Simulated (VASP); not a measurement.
# Pd (Fm-3m) in VASP: notebook

Pd is run at these levels: PBEsol; tasks: electric field gradients.

Program: VASP 6.6.1. These are calculated values, not measurements. Logs are shortened: lines on timing, memory, paths and dates and some standing lists are left out, and cuts for length are marked.

### 1 The cell of the first run

Symmetry: Fm-3m, No. 225, cubic system. Conventional cell: a = 3.916 Å, b = 3.916 Å, c = 3.916 Å, α = 90.00°, β = 90.00°, γ = 90.00°. Within 3.6 Å of Pd (site symmetry m-3m) lie 12 Pd at 2.77 Å.

### 2 Electric field gradients, PBEsol (volume scaled by 1.02)

The input, INCAR:

```
SYSTEM = Pd
PREC = Accurate ; ENCUT = 520
EDIFF = 1E-8 ; ISMEAR = -1
SIGMA = 0.05 ; LREAL = .FALSE.
LASPH = .TRUE. ; NELM = 80
ALGO = Normal ; ISIF = 2
LWAVE = .FALSE. ; LCHARG = .FALSE.
GGA = PS ; LEFG = .TRUE.
NBANDS = 11
```

The input, KPOINTS:

```
regular mesh
0
G
  18 18 18
  0 0 0
```

The input, POSCAR:

```
Pd
1.0
    0.0000000000      1.9577805078      1.9577805078
    1.9577805078      0.0000000000      1.9577805078
    1.9577805078      1.9577805078      0.0000000000
Pd
1
Direct
    0.0000000000      0.0000000000      0.0000000000
```

Potentials or basis: VASP PAW PBE potentials, release 64 (Pd).

Started as:

```bash
$ cat potpaw_PBE.64/Pd/POTCAR > POTCAR
$ mpirun -np 1 vasp_std > vasp.out
```

OUTCAR:

```text
SYSTEM = Pd
   PREC = Accurate
   ENCUT = 520
   EDIFF = 1E-8
   ISMEAR = -1
   LREAL = .FALSE.
   LASPH = .TRUE.
   NELM = 80
   ISIF = 2
   GGA = PS

 ion  position               nearest neighbor table
   1  0.000  0.000  0.000-

  LATTYP: Found a face centered cubic cell.
 ALAT       =     3.9155610156

  Lattice vectors:

 A1 = (   0.0000000000,   1.9577805078,   1.9577805078)
 A2 = (   1.9577805078,   0.0000000000,   1.9577805078)
 A3 = (   1.9577805078,   1.9577805078,   0.0000000000)

Analysis of symmetry for initial positions (statically):
=====================================================================
 Subroutine PRICEL returns:
 Original cell was already a primitive cell.

 Routine SETGRP: Setting up the symmetry group for a
 face centered cubic supercell.

 Subroutine GETGRP returns: Found 48 space group operations
 (whereof 48 operations were pure point group operations)
 out of a pool of 48 trial point group operations.

The static configuration has the point symmetry O_h .

Analysis of symmetry for dynamics (positions and initial velocities):
=====================================================================
 Subroutine PRICEL returns:
 Original cell was already a primitive cell.

 Routine SETGRP: Setting up the symmetry group for a
 face centered cubic supercell.

 Subroutine GETGRP returns: Found 48 space group operations
 (whereof 48 operations were pure point group operations)
 out of a pool of 48 trial point group operations.

The dynamic configuration has the point symmetry O_h .

 Subroutine INISYM returns: Found 48 space group operations
 (whereof 48 operations are pure point group operations),
 and found     1 'primitive' translations

----------------------------------------------------------------------------------------

                                     Primitive cell

  volume of cell :      15.0080

  direct lattice vectors                    reciprocal lattice vectors
     0.000000000  1.957780508  1.957780508    -0.255391244  0.255391244  0.255391244
     1.957780508  0.000000000  1.957780508     0.255391244 -0.255391244  0.255391244
     1.957780508  1.957780508  0.000000000     0.255391244  0.255391244 -0.255391244

[... 117 lines left out ...]
   NGX = 11   NGY = 11   NGZ = 11

 number of electron      10.0000000 magnetization

 number of electron       9.9999999 magnetization

 Free energy of the ion-electron system (eV)
  ---------------------------------------------------
  ext. energy  EPLUGINS =         0.00000000
  ---------------------------------------------------
  free energy    TOTEN  =        -5.96381818 eV

  energy without entropy =       -5.94520410  energy(sigma->0) =       -5.95451114

 E-fermi :   9.3336     XC(G=0): -13.2728

 val. band max:        9.3314830530   @ k =   0.4444   0.1667   0.0000
 cond. band min:       9.3358969138   @ k =  -0.3889   0.3889   0.0556
 fundamental gap:      0.0044138608
 Fermi energy:         9.3336163759

 k-point     1 :       0.0000    0.0000    0.0000
  band No.  band energies     occupation
      1       2.2244      2.00000
      2       6.5533      2.00000
      3       6.5533      2.00000
      4       6.5533      2.00000
      5       8.1403      2.00000
      6       8.1403      2.00000
      7      26.4473      0.00000
      8      31.1178      0.00000
      9      31.1178      0.00000
     10      31.1178      0.00000
     11      35.4693      0.00000
[... 309 lines left out ...]
 k-point    24 :      -0.2222    0.0556    0.0000
  band No.  band energies     occupation
      1       3.9307      2.00000
      2       6.3235      2.00000
      3       6.8730      2.00000
      4       6.9077      2.00000
      5       8.0214      2.00000
      6       8.5334      2.00000
      7      24.0445      0.00000
      8      27.4484      0.00000
      9      31.2471      0.00000
     10      33.6678      0.00000
     11      34.0325      0.00000

 [... further k-points ...]
[... 5 lines left out ...]
  --------------------------------------------------------------------------------------
  -------------------------------------------------------------------------------------
  Total       -0.5727961     -0.5727961     -0.5727961      0.0000000      0.0000000     -0.0000000
  in kB      -61.1489000    -61.1489000    -61.1489000      0.0000000      0.0000000     -0.0000000
  external PRESSURE =     -61.1489000 kB  Pullay stress =       0.0000000 kB

 VOLUME and BASIS-vectors are now :
 -----------------------------------------------------------------------------
  energy-cutoff  :      520.00
  volume of cell :       15.01
      direct lattice vectors                 reciprocal lattice vectors
     0.000000000  1.957780508  1.957780508    -0.255391244  0.255391244  0.255391244
     1.957780508  0.000000000  1.957780508     0.255391244 -0.255391244  0.255391244
     1.957780508  1.957780508  0.000000000     0.255391244  0.255391244 -0.255391244

 POSITION                                       TOTAL-FORCE (eV/Angst)
 -----------------------------------------------------------------------------------
      0.00000      0.00000      0.00000         0.000000      0.000000     -0.000000
 -----------------------------------------------------------------------------------
    total drift:                               -0.000000      0.000000      0.000000

  FREE ENERGIE OF THE ION-ELECTRON SYSTEM (eV)
  ---------------------------------------------------
  free  energy   TOTEN  =        -5.9638181832 eV

  energy  without entropy=       -5.9452040988  energy(sigma->0) =       -5.95451114

 Electric field gradients (V/A^2)
---------------------------------------------------------------------
 ion       V_xx      V_yy      V_zz      V_xy      V_xz      V_yz
---------------------------------------------------------------------
   1      -0.000     0.000     0.000    -0.000    -0.000    -0.000
---------------------------------------------------------------------

 Electric field gradients after diagonalization (V/A^2)
 (convention: |V_zz| > |V_xx| > |V_yy|)
----------------------------------------------------------------------
 ion       V_xx      V_yy      V_zz     asymmetry (V_yy - V_xx)/ V_zz
----------------------------------------------------------------------
   1       0.000     0.000    -0.001       0.000
----------------------------------------------------------------------

           NMR quadrupolar parameters

 Cq : quadrupolar parameter    Cq=e*Q*V_zz/h
 eta: asymmetry parameters     (V_yy - V_xx)/ V_zz
 Q  : nuclear electric quadrupole moment in mb (millibarn)
----------------------------------------------------------------------
 ion       Cq(MHz)       eta       Q (mb)
----------------------------------------------------------------------
   1      -0.000       0.000       1.000
----------------------------------------------------------------------
```

stdout:

```text
POSCAR found type information on POSCAR Pd
 POSCAR found :  1 types and       1 ions
 scaLAPACK will be used
 -----------------------------------------------------------------------------
|                                                                             |
|                                                                             |
|     You enforced a specific xc type in the INCAR file but a different       |
|     I HOPE YOU KNOW WHAT YOU ARE DOING!                                     |
|                                                                             |
 -----------------------------------------------------------------------------

 LDA part: xc-table for (Slater+PW92), standard interpolation
 POSCAR, INCAR and KPOINTS ok, starting setup
 FFT: planning ... GRIDC
 FFT: planning ... GRID_SOFT
 FFT: planning ... GRID
 WAVECAR not read
 entering main loop
ion   1
```

It took 25 s on 1 thread of Intel Xeon 6975P-C, shared host; peak memory 0.16 GiB.

Results:

```yaml
Free_energy: -5.9638 eV
Pressure: -6.1 GPa
Band_gap_on_the_k_mesh: zero (band 5 reaches 9.61 eV, above the bottom of band 6 at 8.08 eV)
```

Levels at points of the mesh, in eV from the Fermi level:
```
           k point  band 1  band 2  band 3  band 4  band 5  band 6  band 7  band 8  band 9  band 10
(0.00, 0.00, 0.00)   -7.11   -2.78   -2.78   -2.78   -1.19   -1.19   17.11   21.78   21.78    21.78
(0.50, 0.00, 0.00)   -5.21   -2.82   -2.82   -0.02   -0.02    0.96    7.12   16.46   20.84    20.84
(0.50, 0.50, 0.00)   -5.28   -5.00   -0.05    0.28    0.28    3.25   10.53   13.01   13.01    21.23
```

Caveat: without QUAD_EFG the Cq values of the log hold for a quadrupole moment of 1 mb, not for the nuclei; the PAW data sets were made with another functional, which shifts forces and pressure a little.

### 3 Electric field gradients, PBEsol (volume scaled by 1.06)

The input, INCAR:

```
ALGO = Normal ; EDIFF = 1E-8
ENCUT = 520 ; GGA = PS
ISIF = 2 ; ISMEAR = -1
LASPH = True ; LCHARG = False
LEFG = True ; LREAL = False
LWAVE = False ; NBANDS = 11
NELM = 60 ; PREC = Accurate
SIGMA = 0.05
```

The input, KPOINTS:

```
k-points
0
Gamma
  18 18 18
```

The input, POSCAR:

```
Pd
1.0
    0.0000000000      1.9830449783      1.9830449783
    1.9830449783      0.0000000000      1.9830449783
    1.9830449783      1.9830449783      0.0000000000
Pd
1
Direct
    0.0000000000      0.0000000000      0.0000000000
```

Potentials or basis: VASP PAW PBE potentials, release 64 (Pd).

Started as:

```bash
$ cat potpaw_PBE.64/Pd/POTCAR > POTCAR
$ mpirun -np 1 vasp_std > vasp.out
```

OUTCAR:

```text
EDIFF = 1E-8
   ENCUT = 520
   GGA = PS
   ISIF = 2
   ISMEAR = -1
   LASPH = True
   LREAL = False
   NELM = 60
   PREC = Accurate

 ion  position               nearest neighbor table
   1  0.000  0.000  0.000-

  LATTYP: Found a face centered cubic cell.
 ALAT       =     3.9660899566

  Lattice vectors:

 A1 = (   0.0000000000,   1.9830449783,   1.9830449783)
 A2 = (   1.9830449783,   0.0000000000,   1.9830449783)
 A3 = (   1.9830449783,   1.9830449783,   0.0000000000)

Analysis of symmetry for initial positions (statically):
=====================================================================
 Subroutine PRICEL returns:
 Original cell was already a primitive cell.

 Routine SETGRP: Setting up the symmetry group for a
 face centered cubic supercell.

 Subroutine GETGRP returns: Found 48 space group operations
 (whereof 48 operations were pure point group operations)
 out of a pool of 48 trial point group operations.

The static configuration has the point symmetry O_h .

Analysis of symmetry for dynamics (positions and initial velocities):
=====================================================================
 Subroutine PRICEL returns:
 Original cell was already a primitive cell.

 Routine SETGRP: Setting up the symmetry group for a
 face centered cubic supercell.

 Subroutine GETGRP returns: Found 48 space group operations
 (whereof 48 operations were pure point group operations)
 out of a pool of 48 trial point group operations.

The dynamic configuration has the point symmetry O_h .

 Subroutine INISYM returns: Found 48 space group operations
[... 149 lines left out ...]

 k-point     1 :       0.0000    0.0000    0.0000
  band No.  band energies     occupation
      1       1.8925      2.00000
      2       6.0949      2.00000
      3       6.0949      2.00000
      4       6.0949      2.00000
      5       7.5852      2.00000
      6       7.5852      2.00000
      7      25.7908      0.00000
      8      30.2431      0.00000
      9      30.2431      0.00000
     10      30.2431      0.00000
     11      34.8821      0.00000
[... 309 lines left out ...]
 k-point    24 :      -0.2222    0.0556    0.0000
  band No.  band energies     occupation
      1       3.5582      2.00000
      2       5.8809      2.00000
      3       6.3982      2.00000
      4       6.4302      2.00000
      5       7.4775      2.00000
      6       7.9569      2.00000
      7      23.0961      0.00000
      8      26.6758      0.00000
      9      30.1621      0.00000
     10      32.6769      0.00000
     11      32.9473      0.00000

 [... further k-points ...]
[... 5 lines left out ...]
  --------------------------------------------------------------------------------------
  -------------------------------------------------------------------------------------
  Total       -1.1666004     -1.1666004     -1.1666004     -0.0000000     -0.0000000      0.0000000
  in kB     -119.8408817   -119.8408817   -119.8408817     -0.0000000     -0.0000000      0.0000000
  external PRESSURE =    -119.8408817 kB  Pullay stress =       0.0000000 kB

 VOLUME and BASIS-vectors are now :
 -----------------------------------------------------------------------------
  energy-cutoff  :      520.00
  volume of cell :       15.60
      direct lattice vectors                 reciprocal lattice vectors
     0.000000000  1.983044978  1.983044978    -0.252137498  0.252137498  0.252137498
     1.983044978  0.000000000  1.983044978     0.252137498 -0.252137498  0.252137498
     1.983044978  1.983044978  0.000000000     0.252137498  0.252137498 -0.252137498

 POSITION                                       TOTAL-FORCE (eV/Angst)
 -----------------------------------------------------------------------------------
      0.00000      0.00000      0.00000         0.000000      0.000000     -0.000000
 -----------------------------------------------------------------------------------
    total drift:                               -0.000000      0.000000      0.000000

  FREE ENERGIE OF THE ION-ELECTRON SYSTEM (eV)
  ---------------------------------------------------
  free  energy   TOTEN  =        -5.9304606727 eV

  energy  without entropy=       -5.9108608374  energy(sigma->0) =       -5.92066076

 Electric field gradients (V/A^2)
---------------------------------------------------------------------
 ion       V_xx      V_yy      V_zz      V_xy      V_xz      V_yz
---------------------------------------------------------------------
   1      -0.000    -0.000    -0.000    -0.000    -0.000    -0.000
---------------------------------------------------------------------

 Electric field gradients after diagonalization (V/A^2)
 (convention: |V_zz| > |V_xx| > |V_yy|)
----------------------------------------------------------------------
 ion       V_xx      V_yy      V_zz     asymmetry (V_yy - V_xx)/ V_zz
----------------------------------------------------------------------
   1       0.000     0.000    -0.000       0.000
----------------------------------------------------------------------

           NMR quadrupolar parameters

 Cq : quadrupolar parameter    Cq=e*Q*V_zz/h
 eta: asymmetry parameters     (V_yy - V_xx)/ V_zz
 Q  : nuclear electric quadrupole moment in mb (millibarn)
----------------------------------------------------------------------
 ion       Cq(MHz)       eta       Q (mb)
----------------------------------------------------------------------
   1      -0.000       0.000       1.000
----------------------------------------------------------------------
```

It took 23 s on 1 thread of Intel Xeon 6975P-C, shared host; peak memory 0.16 GiB.

Results:

- Free energy: -5.9305 eV
- Pressure: -12.0 GPa
- Band gap on the k mesh: zero (band 5 reaches 8.97 eV, above the bottom of band 6 at 7.53 eV)

Caveat: without QUAD_EFG the Cq values of the log hold for a quadrupole moment of 1 mb, not for the nuclei; the PAW data sets were made with another functional, which shifts forces and pressure a little.

### 4 Electric field gradients, PBEsol (volume scaled by 1.06)

The input, INCAR:

```
SYSTEM = Pd
  PREC = Accurate
  ENCUT = 520
  EDIFF = 1E-8
  ISMEAR = -1
  SIGMA = 0.05
  LREAL = .FALSE.
  LASPH = .TRUE.
  NELM = 80
  ALGO = Normal
  ISIF = 2
  LWAVE = .FALSE.
  LCHARG = .FALSE.
  GGA = PS
  LEFG = .TRUE.
  NBANDS = 11
```

The input, KPOINTS:

```
regular mesh
0
G
  18 18 18
  0 0 0
```

POSCAR is that of step 3.

Potentials or basis: VASP PAW PBE potentials, release 64 (Pd).

Started as:

```bash
$ cat potpaw_PBE.64/Pd/POTCAR > POTCAR
$ mpirun -np 1 vasp_std > vasp.out
```

OUTCAR:

```text
SYSTEM = Pd
   PREC = Accurate
   ENCUT = 520
   EDIFF = 1E-8
   ISMEAR = -1
   LREAL = .FALSE.
   LASPH = .TRUE.
   NELM = 80
   ISIF = 2
   GGA = PS

 ion  position               nearest neighbor table
   1  0.000  0.000  0.000-

  LATTYP: Found a face centered cubic cell.
 ALAT       =     3.9660899566

  Lattice vectors:

 A1 = (   0.0000000000,   1.9830449783,   1.9830449783)
 A2 = (   1.9830449783,   0.0000000000,   1.9830449783)
 A3 = (   1.9830449783,   1.9830449783,   0.0000000000)

[... 540 lines left out ...]
    total drift:                               -0.000000      0.000000      0.000000

  FREE ENERGIE OF THE ION-ELECTRON SYSTEM (eV)
  ---------------------------------------------------
  free  energy   TOTEN  =        -5.9304606727 eV

  energy  without entropy=       -5.9108608374  energy(sigma->0) =       -5.92066076

 Electric field gradients (V/A^2)
---------------------------------------------------------------------
 ion       V_xx      V_yy      V_zz      V_xy      V_xz      V_yz
---------------------------------------------------------------------
   1      -0.000    -0.000    -0.000    -0.000    -0.000    -0.000
---------------------------------------------------------------------

 Electric field gradients after diagonalization (V/A^2)
 (convention: |V_zz| > |V_xx| > |V_yy|)
----------------------------------------------------------------------
 ion       V_xx      V_yy      V_zz     asymmetry (V_yy - V_xx)/ V_zz
----------------------------------------------------------------------
   1       0.000     0.000    -0.000       0.000
----------------------------------------------------------------------

           NMR quadrupolar parameters

 Cq : quadrupolar parameter    Cq=e*Q*V_zz/h
 eta: asymmetry parameters     (V_yy - V_xx)/ V_zz
 Q  : nuclear electric quadrupole moment in mb (millibarn)
----------------------------------------------------------------------
 ion       Cq(MHz)       eta       Q (mb)
----------------------------------------------------------------------
   1      -0.000       0.000       1.000
----------------------------------------------------------------------
```

Run time: 23 s. Hardware: 1 thread of Intel Xeon 6975P-C, shared host; peak memory 0.17 GiB.

What came out:

```yaml
Free_energy: -5.9305 eV
Pressure: -12.0 GPa
Band_gap_on_the_k_mesh: zero (band 5 reaches 8.97 eV, above the bottom of band 6 at 7.53 eV)
```

Levels at points of the mesh, in eV from the Fermi level:
| k point | band 2 | band 3 | band 4 | band 5 | band 6 | band 7 | band 8 | band 9 |
| --- | --- | --- | --- | --- | --- | --- | --- | --- |
| (0.00, 0.00, 0.00) | -2.61 | -2.61 | -2.61 | -1.12 | -1.12 | 17.08 | 21.54 | 21.54 |
| (0.50, 0.00, 0.00) | -2.65 | -2.65 | -0.03 | -0.03 | 1.04 | 6.83 | 16.43 | 20.46 |
| (0.50, 0.50, 0.00) | -4.70 | -0.05 | 0.26 | 0.26 | 3.26 | 10.14 | 12.81 | 12.81 |

Caveat: without QUAD_EFG the Cq values of the log hold for a quadrupole moment of 1 mb, not for the nuclei; the PAW data sets were made with another functional, which shifts forces and pressure a little.
